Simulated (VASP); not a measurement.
## Cu: single point with PBEsol

The system is Cu.

```
CELL_PARAMETERS angstrom
0.00000 1.76516 1.76516
1.76516 0.00000 1.76516
1.76516 1.76516 0.00000
ATOMIC_POSITIONS crystal
Cu 0.00000 0.00000 0.00000
```

| Quantity | Value |
| --- | --- |
| Program | VASP 6.6.1 |
| Task | single point |
| Functional | PBEsol |
| Potentials or basis | VASP PAW PBE potentials, release 64 (Cu) |
| Cutoff | 600 eV |
| k mesh | 13 × 13 × 13 |
| Occupations | fermi-dirac, width 0.05 eV |
| Spin | no spin polarisation |
| Dipole correction | no |
| Further INCAR settings | ALGO = Normal; EDIFF = 1e-06; NBANDS = 12 |

- Pressure: 5.8 GPa
- Band gap on the k mesh: zero (an odd number of electrons rules out a gap without spin polarisation)

Levels at points of the mesh, in eV from the Fermi level:
```csv
k point,band 2,band 3,band 4,band 5,band 6,band 7,band 8,band 9,band 10,band 11
"(0.00, 0.00, 0.00)",-3.44,-3.44,-3.44,-2.51,-2.51,22.97,26.14,26.14,26.14,28.70
```

Wall time 7.9 s on 1 thread of AMD EPYC 7R13 Processor (Zen 3) (shared host), peak memory 0.1 GiB.

Caveat: the cell stands under pressure; the PAW data sets were made with another functional, which shifts forces and pressure a little.
